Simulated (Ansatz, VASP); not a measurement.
## Two plane-wave programs on Ge

Contents of INCAR:

```
PREC = Accurate
ENCUT = 520
EDIFF = 1E-7
ISMEAR = 0
SIGMA = 0.15
LREAL = False
LASPH = True
NELM = 100
ALGO = Normal
ISIF = 2
LWAVE = False
LCHARG = False
GGA = PE
NBANDS = 13
```

KPOINTS

```
regular mesh
0
Gamma
  20 20 18
```

File POSCAR:

```
Ge
1.0
    1.4670064500     -2.7305418000      0.0000000000
    1.4670064500      2.7305418000      0.0000000000
    0.0000000000      0.0000000000      2.6307752250
Ge
1
Direct
    0.5000000000      0.5000000000      0.0000000000
```

Input for Ansatz:

```yaml
crystal:
  lattice:
    - [1.46700645, -2.7305418, 0.0]
    - [1.46700645, 2.7305418, 0.0]
    - [0.0, 0.0, 2.630775225]
  atoms:
    - { symbol: Ge, position: [0.5, 0.5, 0.0] }
basis:
  ecutwfc: 420
kpoints:
  mp_grid: { grid: [20, 20, 18] }
hamiltonian:
  xc: pbe
scf:
  occupations: { method: gaussian, width: 0.15 }
output:
  forces: true
  stress: true
  eigenvalues: true
```

Change from the starting cell: strain +0.050 along x and y, -0.025 along z, atoms carried along.

Alike in both runs: task single point; functional PBE; k mesh 20 × 20 × 18; occupations gaussian, width 0.15 eV; no spin polarisation.

|  | VASP | Ansatz |
| --- | --- | --- |
| version | VASP 6.6.1 | Ansatz 0.2.0 |
| potentials or method | VASP PAW PBE potentials, release 64 (Ge_d), cutoff 520 eV | scalar-relativistic, plane waves, PAW |
| valence electrons in the cell | 14 | 14 |

```tsv
	VASP	Ansatz	Ansatz less VASP
gap on the k mesh at the Fermi level (eV)	none	none	-
pressure (GPa)	-4.0	-3.9	+0.06
traceless stress, the component that is largest in VASP (GPa)	6.70	6.69	-0.009
```

A gap of «none» marks a metal or a gap that the smearing closes. With one functional, cell and mesh, what is left measures potentials, basis and numerics.
